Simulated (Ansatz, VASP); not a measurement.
# Mg3TeSe2 in VASP and in Ansatz

```
CELL_PARAMETERS angstrom
6.08651 0.00000 0.00000
-3.04326 5.27107 0.00000
0.00000 0.00000 7.82922
ATOMIC_POSITIONS crystal
Mg 0.50000 0.00000 0.00000
Mg 0.00000 0.50000 0.00000
Mg 0.50000 0.50000 0.00000
Te 0.00000 0.00000 0.00000
Se 0.00000 0.00000 0.34325
Se 0.00000 0.00000 0.65675
```

Alike in both runs: task relaxation of cell and atoms; functional PBE; k mesh 6 × 6 × 6; occupations gaussian, width 0.1 eV; no spin polarisation.

```csv
,VASP,Ansatz
version,VASP 6.6.1,Ansatz 0.2.0
potentials or method,"VASP PAW PBE potentials, release 64 (Mg, Te, Se), cutoff 600 eV","scalar-relativistic, plane waves, PAW"
valence electrons in the cell,24,78
```

|  | VASP | Ansatz | Ansatz less VASP |
| --- | --- | --- | --- |
| gap on the k mesh at the Fermi level, each at its own relaxed structure (eV) | none | none | - |
| relaxed volume (Å³/atom) | 42.32 | 42.37 | +0.047 |
| relaxed cell length with the largest relative difference (Å) | 6.100 | 6.104 | +0.0035 |

A gap of «none» marks a metal or a gap that the smearing closes. VASP's potentials hold 24 valence electrons a cell and Ansatz's 78, so a difference there can come from the potentials and not from the codes.

Spin-orbit coupling is off throughout.
